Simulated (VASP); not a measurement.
# KCd2P2 (I4/mmm) in VASP: notebook

The runs below take KCd2P2 through single point, relaxation of cell and atoms, with PBE.

Program: VASP 6.6.1. These are calculated values, not measurements. Logs are shortened: lines on timing, memory, paths and dates and some standing lists are left out, and cuts for length are marked.

## 1. The cell of the first run

The structure is tetragonal, space group I4/mmm (No. 139). Conventional cell: a = 4.480 Å, b = 4.480 Å, c = 11.936 Å, α = 90.00°, β = 90.00°, γ = 90.00°. K (site symmetry 4/mmm) has 10 P at 3.48 to 4.54 Å and 8 Cd at 3.73 Å and 4 K at 4.48 Å within 4.6 Å. Cd (site symmetry -4m2) has 4 P at 2.73 Å and 4 Cd at 3.17 Å and 4 K at 3.73 Å within 3.8 Å. P (site symmetry 4mm) has 4 Cd at 2.73 Å and 1 P at 2.86 Å and 4 K at 3.48 Å within 3.6 Å.

The cell was generated, and may not be a known phase.

## 2. Single point, PBE

The input, INCAR:

```
SYSTEM = KCd2P2
PREC = Accurate
ENCUT = 500
EDIFF = 1E-6
ISMEAR = 0
SIGMA = 0.1
LREAL = .False.
LASPH = .True.
NELM = 120
ALGO = Normal
ISIF = 2
LWAVE = .False.
LCHARG = .True.
GGA = PE
LELF = .True.
LVHAR = .True.
NBANDS = 30
GGA_COMPAT = .False.
```

The input, KPOINTS:

```
regular mesh
0
Gamma
  12 12 12
  0 0 0
```

The input, POSCAR:

```
KCd2P2
1.0
   -2.2399962579      2.2399962579      5.9680561079
    2.2399962579     -2.2399962579      5.9680561079
    2.2399962579      2.2399962579     -5.9680561079
K Cd P
1 2 2
Direct
    0.0000000000      0.0000000000      0.0000000000
    0.2500000000      0.7500000000      0.5000000000
    0.7500000000      0.2500000000      0.5000000000
    0.6197284340      0.6197284340      0.0000000000
    0.3802715660      0.3802715660      0.0000000000
```

Potentials or basis: VASP PAW PBE potentials, release 64 (K_sv, Cd, P).

Run with:

```bash
cat potpaw_PBE.64/K_sv/POTCAR potpaw_PBE.64/Cd/POTCAR potpaw_PBE.64/P/POTCAR > POTCAR
mpirun -np 1 vasp_std > vasp.out
```

OUTCAR:

```text
SYSTEM = KCd2P2
   PREC = Accurate
   ENCUT = 500
   EDIFF = 1E-6
   ISMEAR = 0
   LREAL = .False.
   LASPH = .True.
   NELM = 120
   ISIF = 2
   GGA = PE

 ion  position               nearest neighbor table
   1  0.000  0.000  0.000-   3 3.73   2 3.73   2 3.73   3 3.73   2 3.73   3 3.73   3 3.73   2 3.73

   2  0.250  0.750  0.500-   5 2.73   4 2.73   5 2.73   4 2.73   3 3.17   3 3.17   3 3.17   3 3.17
                             1 3.73   1 3.73   1 3.73   1 3.73
   3  0.750  0.250  0.500-   5 2.73   4 2.73   5 2.73   4 2.73   2 3.17   2 3.17   2 3.17   2 3.17
                             1 3.73   1 3.73   1 3.73   1 3.73
   4  0.620  0.620  0.000-   2 2.73   3 2.73   2 2.73   3 2.73   5 2.86
   5  0.380  0.380  0.000-   2 2.73   3 2.73   2 2.73   3 2.73   4 2.86

  LATTYP: Found a body centered tetragonal cell.
 ALAT       =     4.4799925158
 C/A-ratio  =     2.6643152134

  Lattice vectors:

 A1 = (  -2.2399962579,   2.2399962579,   5.9680561079)
 A2 = (   2.2399962579,  -2.2399962579,   5.9680561079)
 A3 = (   2.2399962579,   2.2399962579,  -5.9680561079)

Analysis of symmetry for initial positions (statically):
=====================================================================
 Subroutine PRICEL returns:
 Original cell was already a primitive cell.

 Routine SETGRP: Setting up the symmetry group for a
 body centered tetragonal supercell.

 Subroutine GETGRP returns: Found 16 space group operations
 (whereof 16 operations were pure point group operations)
 out of a pool of 16 trial point group operations.

The static configuration has the point symmetry D_4h.

Analysis of symmetry for dynamics (positions and initial velocities):
=====================================================================
 Subroutine PRICEL returns:
 Original cell was already a primitive cell.

 Routine SETGRP: Setting up the symmetry group for a
 body centered tetragonal supercell.

 Subroutine GETGRP returns: Found 16 space group operations
 (whereof 16 operations were pure point group operations)
 out of a pool of 16 trial point group operations.

The dynamic configuration has the point symmetry D_4h.

 Subroutine INISYM returns: Found 16 space group operations
 (whereof 16 operations are pure point group operations),
 and found     1 'primitive' translations

----------------------------------------------------------------------------------------

                                     Primitive cell

  volume of cell :     119.7809

  direct lattice vectors                    reciprocal lattice vectors
    -2.239996258  2.239996258  5.968056108     0.000000000  0.223214659  0.083779373
     2.239996258 -2.239996258  5.968056108     0.223214659  0.000000000  0.083779373
     2.239996258  2.239996258 -5.968056108     0.223214659  0.223214659  0.000000000

  length of vectors
     6.756690031  6.756690031  6.756690031     0.238419310  0.238419310  0.315673198

  position of ions in fractional coordinates (direct lattice)
     0.000000000  0.000000000  0.000000000
     0.250000000  0.750000000  0.500000000
     0.750000000  0.250000000  0.500000000
     0.619728434  0.619728434  0.000000000
     0.380271566  0.380271566  0.000000000

  ion indices of the primitive-cell ions
   primitive index   ion index
                 1           1
                 2           2
                 3           3
                 4           4
                 5           5

----------------------------------------------------------------------------------------

 KPOINTS: regular mesh

Automatic generation of k-mesh.
 Grid dimensions read from file:
 generate k-points for:   12   12   12

 Generating k-lattice:

  Cartesian coordinates                     Fractional coordinates (reciprocal lattice)
     0.000000000  0.018601222  0.006981614     0.083333333  0.000000000  0.000000000
     0.018601222  0.000000000  0.006981614     0.000000000  0.083333333  0.000000000
     0.018601222  0.018601222  0.000000000     0.000000000  0.000000000  0.083333333

  Length of vectors
     0.019868276  0.019868276  0.026306100

  Shift w.r.t. Gamma in fractional coordinates (k-lattice)
     0.000000000  0.000000000  0.000000000

 Subroutine IBZKPT returns following result:
 ===========================================

 Found    163 irreducible k-points:

 Following reciprocal coordinates:
            Coordinates               Weight
  0.000000  0.000000  0.000000      1.000000
  0.083333  0.000000 -0.000000      8.000000
  0.166667  0.000000 -0.000000      8.000000
  0.250000  0.000000 -0.000000      8.000000
  0.333333  0.000000 -0.000000      8.000000
  0.416667  0.000000 -0.000000      8.000000
[... 16 lines left out ...]
  0.500000  0.166667 -0.000000     16.000000
 -0.416667  0.166667  0.000000     16.000000
 [... further k-points ...]
   k-points           NKPTS =    163   k-points in BZ     NKDIM =    163   number of bands    NBANDS=     30
   number of dos      NEDOS =    301   number of ions     NIONS =      5
   total plane-waves  NPLWV = 125000
   dimension x,y,z NGX =    50 NGY =   50 NGZ =   50
   dimension x,y,z NGXF=   100 NGYF=  100 NGZF=  100
   ions per type =               1   2   2
   NGX,Y,Z   is equivalent  to a cutoff of  12.30, 12.30, 12.30 a.u.
   NGXF,Y,Z  is equivalent  to a cutoff of  24.60, 24.60, 24.60 a.u.
 SYSTEM =  KCd2P2
   PREC   = accura    normal or accurate (medium, high low for compatibility)
   ISTART =      0    job   : 0-new  1-cont  2-samecut
   ICHARG =      2    charge: 1-file 2-atom 10-const
   ISPIN  =      1    spin polarized calculation?
   LNONCOLLINEAR =      F non collinear calculations
   LSORBIT =      F    spin-orbit coupling
   LASPH  =      T    aspherical Exc in radial PAW
   ENCUT  =  500.0 eV  36.75 Ry    6.06 a.u.  12.32 12.32 12.32*2*pi/ulx,y,z
   NELM   =    120;   NELMIN=  2; NELMDL= -5     # of ELM steps
   EDIFF  = 0.1E-05   stopping-criterion for ELM
   LREAL  =      F    real-space projection
   EDIFFG = 0.1E-04   stopping-criterion for IOM
   NSW    =      0    number of steps for IOM
   IBRION =     -1    ionic relax: 0-MD 1-quasi-New 2-CG
   NFREE  =      0    steps in history (QN), initial steepest desc. (CG)
   ISIF   =      2    stress and relaxation
   ISYM   =      2    0-nonsym 1-usesym 2-fastsym
   POTIM  = 0.5000    time-step for ionic-motion
   TEBEG  =    0.0;   TEEND  =   0.0 temperature during run
   PSTRESS=    0.0 pullay stress
   NELECT =      43.0000    total number of electrons
   NUPDOWN=      -1.0000    fix difference up-down
   EMIN   =  10.00;   EMAX   =-10.00  energy-range for DOS
   EFERMI =   0.00;   METHOD = LEGACY
   ISMEAR =     0;   SIGMA  =   0.10  broadening in eV -4-tet -1-fermi 0-gaus
   EFERMI_NEDOS =   21; number of points for ismear=-14 and -15
   IALGO  =     38    algorithm
   IMIX   =      4    mixing-type and parameters
     AMIX     =   0.40;   BMIX     =  1.00
     AMIX_MAG =   1.60;   BMIX_MAG =  1.00
  volume/ion in A,a.u.               =      23.96       161.66
  Fermi-wavevector in a.u.,A,eV,Ry     =   1.163506  2.198707 18.418824  1.353745
  Thomas-Fermi vector in A             =   2.300055
   LORBIT       =      0    0 simple, 1 ext, 2 COOP (PROOUT), +10 PAW based schemes
   GGA     = PE    functional components
   LHFCALC =     F    Hartree Fock is set to
   AEXX    =    0.0000 exact exchange contribution
   IVDW    =     0    specifies the selected vdW correction
   LEPSILON=     F    determine dielectric tensor
   LRPA    =     F    only Hartree local field effects (RPA)
 non-spin polarized calculation
 Gauss-broadening in eV      SIGMA  =   0.10
  energy-cutoff  :      500.00
  volume of cell :      119.78
 maximum number of plane-waves:      3068
 NGX is ok and might be reduce to    50
   NGX = 25   NGY = 25   NGZ = 25

 number of electron      42.9999998 magnetization

 Free energy of the ion-electron system (eV)
  ---------------------------------------------------
  ext. energy  EPLUGINS =         0.00000000
  ---------------------------------------------------
  free energy    TOTEN  =       -14.08043761 eV

  energy without entropy =      -14.06762978  energy(sigma->0) =      -14.07403369

 E-fermi :   2.7943     XC(G=0):  -9.4979

 val. band max:        2.7914280721   @ k =  -0.3333   0.4167   0.1667
 cond. band min:       2.7963355125   @ k =  -0.3333  -0.3333   0.1667
 fundamental gap:      0.0049074404
 Fermi energy:         2.7943065500

 k-point     1 :       0.0000    0.0000    0.0000
  band No.  band energies     occupation
      1     -27.5201      2.00000
      2     -11.1113      2.00000
      3     -10.9997      2.00000
      4     -10.9997      2.00000
      5      -8.1965      2.00000
      6      -7.3886      2.00000
[... 22 lines left out ...]
     29       8.6121      0.00000
     30       9.1607      0.00000

 k-point     2 :       0.0833    0.0000   -0.0000
  band No.  band energies     occupation
      1     -27.5199      2.00000
      2     -11.1105      2.00000
      3     -11.0082      2.00000
      4     -10.9990      2.00000
      5      -8.1647      2.00000
      6      -7.3803      2.00000
[... 22 lines left out ...]
     29       8.5964      0.00000
     30       9.1588      0.00000

 k-point     3 :       0.1667    0.0000   -0.0000
  band No.  band energies     occupation
      1     -27.5193      2.00000
      2     -11.1081      2.00000
      3     -11.0308      2.00000
      4     -10.9968      2.00000
      5      -8.0778      2.00000
      6      -7.3577      2.00000
[... 22 lines left out ...]
     29       8.6794      0.00000
     30       9.0440      0.00000

 k-point     4 :       0.2500    0.0000   -0.0000
  band No.  band energies     occupation
      1     -27.5186      2.00000
      2     -11.1048      2.00000
      3     -11.0604      2.00000
      4     -10.9940      2.00000
      5      -7.9600      2.00000
      6      -7.3279      2.00000
[... 22 lines left out ...]
     29       8.6842      0.00000
     30       8.8247      0.00000

 k-point     5 :       0.3333    0.0000   -0.0000
  band No.  band energies     occupation
      1     -27.5178      2.00000
      2     -11.1019      2.00000
      3     -11.0880      2.00000
      4     -10.9911      2.00000
      5      -7.8438      2.00000
      6      -7.3000      2.00000
[... 22 lines left out ...]
     29       8.3655      0.00000
     30       8.8608      0.00000
[... 526 lines left out ...]
     29       8.1982      0.00000
     30       9.0666      0.00000

 k-point    22 :       0.4167    0.1667   -0.0000
  band No.  band energies     occupation
      1     -27.5165      2.00000
      2     -11.0996      2.00000
      3     -11.0927      2.00000
      4     -11.0090      2.00000
      5      -7.7368      2.00000
      6      -7.2688      2.00000
[... 22 lines left out ...]
     29       8.9013      0.00000
     30       9.2503      0.00000

 k-point    23 :       0.5000    0.1667   -0.0000
  band No.  band energies     occupation
      1     -27.5163      2.00000
      2     -11.1048      2.00000
      3     -11.0924      2.00000
      4     -11.0078      2.00000
      5      -7.7274      2.00000
      6      -7.2554      2.00000
[... 22 lines left out ...]
     29       9.1917      0.00000
     30       9.5432      0.00000

 k-point    24 :      -0.4167    0.1667    0.0000
  band No.  band energies     occupation
      1     -27.5165      2.00000
      2     -11.0991      2.00000
      3     -11.0923      2.00000
      4     -11.0091      2.00000
      5      -7.7613      2.00000
      6      -7.2526      2.00000
[... 22 lines left out ...]
     29       8.8942      0.00000
     30       9.6573      0.00000

 [... further k-points ...]
[... 5 lines left out ...]
  --------------------------------------------------------------------------------------
  -------------------------------------------------------------------------------------
  Total        0.1482330      0.1482330      0.1540707      0.0000000     -0.0000000      0.0000000
  in kB        1.9827496      1.9827496      2.0608348      0.0000000     -0.0000000      0.0000000
  external PRESSURE =       2.0087780 kB  Pullay stress =       0.0000000 kB

 VOLUME and BASIS-vectors are now :
 -----------------------------------------------------------------------------
  energy-cutoff  :      500.00
  volume of cell :      119.78
      direct lattice vectors                 reciprocal lattice vectors
    -2.239996258  2.239996258  5.968056108     0.000000000  0.223214659  0.083779373
     2.239996258 -2.239996258  5.968056108     0.223214659  0.000000000  0.083779373
     2.239996258  2.239996258 -5.968056108     0.223214659  0.223214659  0.000000000

 POSITION                                       TOTAL-FORCE (eV/Angst)
 -----------------------------------------------------------------------------------
      0.00000      0.00000      0.00000         0.000000      0.000000      0.000000
      2.24000     -0.00000      2.98403         0.000000      0.000000      0.000000
     -0.00000      2.24000      2.98403         0.000000      0.000000      0.000000
      0.00000      0.00000      7.39715        -0.000000     -0.000000     -0.026360
      0.00000      0.00000      4.53896        -0.000000     -0.000000      0.026360
 -----------------------------------------------------------------------------------
    total drift:                               -0.000000      0.000000      0.000000

  FREE ENERGIE OF THE ION-ELECTRON SYSTEM (eV)
  ---------------------------------------------------
  free  energy   TOTEN  =       -14.0804376059 eV

  energy  without entropy=      -14.0676297778  energy(sigma->0) =      -14.07403369
```

Run time: 13 min. Hardware: 1 thread of AMD EPYC 7R13 (Zen 3), shared host; peak memory 0.68 GiB.

Results:

- Free energy: -14.0804 eV
- Pressure: 0.2 GPa
- Largest force: 0.026 eV/Å
- Band gap on the k mesh: zero (an odd number of electrons rules out a gap without spin polarisation)

Forces in eV/Å, atoms in the order of the input:
```
K    0.000  0.000  0.000
Cd   0.000  0.000  0.000
Cd   0.000  0.000  0.000
P    0.000  0.000 -0.026
P    0.000  0.000  0.026
```

Levels at points of the mesh, in eV from the Fermi level:
```tsv
k point	band 17	band 18	band 19	band 20	band 21	band 22	band 23	band 24	band 25	band 26
(0.00, 0.00, 0.00)	-4.77	-1.95	-1.95	-0.68	-0.68	1.11	1.25	1.49	2.47	2.96
(0.50, 0.00, 0.00)	-4.63	-4.22	-1.65	-1.34	-0.54	-0.26	2.08	2.11	4.06	4.11
(0.50, 0.50, 0.00)	-4.21	-4.05	-3.37	-2.49	-1.89	-0.82	2.28	2.39	4.36	4.41
(0.50, 0.50, 0.50)	-2.28	-2.25	-2.25	-1.92	0.11	0.11	0.76	1.37	3.29	4.06
```

## 3. Single point, PBE

This run uses another cell than the first one, of 23.56 Å³/atom.

The input, INCAR:

```
SYSTEM = KCd2P2
  PREC = Accurate
  ENCUT = 500
  EDIFF = 1E-6
  ISMEAR = 0
  SIGMA = 0.1
  LREAL = .False.
  LASPH = .True.
  NELM = 120
  ALGO = Normal
  ISIF = 2
  LWAVE = .False.
  LCHARG = .False.
  GGA = PE
  NBANDS = 30
  GGA_COMPAT = .False.
```

The input, KPOINTS:

```
regular mesh
0
Gamma
  6 6 6
  0 0 0
```

The input, POSCAR:

```
KCd2P2
1.0
   -2.2024652700      2.2024652700      6.0700819700
    2.2024652700     -2.2024652700      6.0700819700
    2.2024652700      2.2024652700     -6.0700819700
K Cd P
1 2 2
Direct
    0.0000000000      0.0000000000      0.0000000000
    0.2500000000      0.7500000000      0.5000000000
    0.7500000000      0.2500000000      0.5000000000
    0.6431397800      0.6431397800      0.0000000000
    0.3568602200      0.3568602200      0.0000000000
```

Potentials or basis: VASP PAW PBE potentials, release 64 (K_sv, Cd, P).

Run with:

```bash
cat potpaw_PBE.64/K_sv/POTCAR potpaw_PBE.64/Cd/POTCAR potpaw_PBE.64/P/POTCAR > POTCAR
mpirun -np 1 vasp_std > vasp.out
```

Run time: 1.9 min. Hardware: 1 thread of Intel Xeon Platinum 8488C (Sapphire Rapids), shared host; peak memory 0.4 GiB.

Results (log left out):

```
Free energy            : -13.5945 eV
Pressure               : 6.9 GPa
Largest force          : 1.728 eV/Å
Band gap on the k mesh : zero (an odd number of electrons rules out a gap without spin polarisation)
```

Forces on the atoms (eV/Å):
```
K    0.000  0.000  0.000
Cd   0.000  0.000  0.000
Cd   0.000  0.000  0.000
P    0.000  0.000 -1.728
P    0.000  0.000  1.728
```

Stress tensor (GPa, compression positive):
```
6.96 0.00 0.00
0.00 6.96 0.00
0.00 0.00 6.85
```

Levels at points of the mesh, in eV from the Fermi level:
```
           k point  band 18  band 19  band 20  band 21  band 22  band 23  band 24  band 25
(0.00, 0.00, 0.00)    -2.53    -2.53    -0.08    -0.08     0.73     1.14     1.61     2.81
(0.50, 0.00, 0.00)    -4.21    -1.09    -1.02    -0.81    -0.10     1.94     2.31     4.45
(0.50, 0.50, 0.00)    -4.52    -2.79    -2.15    -1.95    -1.33     2.93     3.78     4.57
(0.50, 0.50, 0.50)    -2.58    -2.01    -1.00     0.19     0.19     0.79     1.70     3.33
```

Caveat: the cell stands under pressure; forces of over 1 eV/Å act on the atoms, so gaps and moduli don't describe the material at rest.

## 4. Single point, PBE

This run uses another cell than the first one, of 24.36 Å³/atom.

The input, INCAR:

```
PREC = Accurate ; ENCUT = 500
EDIFF = 1E-6 ; ISMEAR = 0
SIGMA = 0.1 ; LREAL = F
LASPH = T ; NELM = 120
ALGO = Normal ; ISIF = 2
LWAVE = F ; LCHARG = F
GGA = PE ; NBANDS = 30
GGA_COMPAT = F
```

The input, KPOINTS:

```
regular mesh
0
Gamma
  6 6 6
```

The input, POSCAR:

```
KCd2P2
1.0
   -2.2266092875      2.2266092875      6.1420570631
    2.2266092875     -2.2266092875      6.1420570631
    2.2266092875      2.2266092875     -6.1420570631
K Cd P
1 2 2
Direct
    0.0000000000      0.0000000000      0.0000000000
    0.2500000000      0.7500000000      0.5000000000
    0.7500000000      0.2500000000      0.5000000000
    0.6237462756      0.6237462756      0.0000000000
    0.3762537244      0.3762537244      0.0000000000
```

Run with:

```bash
cat potpaw_PBE.64/K_sv/POTCAR potpaw_PBE.64/Cd/POTCAR potpaw_PBE.64/P/POTCAR > POTCAR
mpirun -np 1 vasp_std > vasp.out
```

Run time: 1.9 min. Hardware: 1 thread of Intel Xeon Platinum 8488C (Sapphire Rapids), shared host; peak memory 0.4 GiB.

Results (log left out):

- Free energy: -14.0688 eV
- Pressure: 0.1 GPa
- Largest force: 0.058 eV/Å
- Band gap on the k mesh: zero (an odd number of electrons rules out a gap without spin polarisation)

Forces on the atoms (eV/Å):
```
K    0.000  0.000  0.000
Cd   0.000  0.000  0.000
Cd   0.000  0.000  0.000
P    0.000  0.000 -0.058
P    0.000  0.000  0.058
```

Stress tensor (GPa, compression positive):
```
 0.28  0.00  0.00
 0.00  0.28  0.00
 0.00  0.00 -0.14
```

Levels at points of the mesh, in eV from the Fermi level:
```csv
k point,band 17,band 18,band 19,band 20,band 21,band 22,band 23,band 24,band 25,band 26
"(0.00, 0.00, 0.00)",-4.38,-1.84,-1.84,-0.37,-0.37,1.26,1.34,1.46,2.76,2.88
"(0.50, 0.00, 0.00)",-4.40,-4.10,-1.44,-1.04,-0.44,-0.24,2.20,2.31,4.15,4.32
"(0.50, 0.50, 0.00)",-4.04,-3.93,-3.04,-2.26,-1.84,-0.95,2.45,2.69,4.32,4.34
"(0.50, 0.50, 0.50)",-2.35,-2.04,-2.04,-1.62,0.20,0.20,1.05,1.61,3.21,4.39
```

[end of part 1 of 2]

The gap in the log of VASP goes by the Fermi energy; the results here count the filled bands.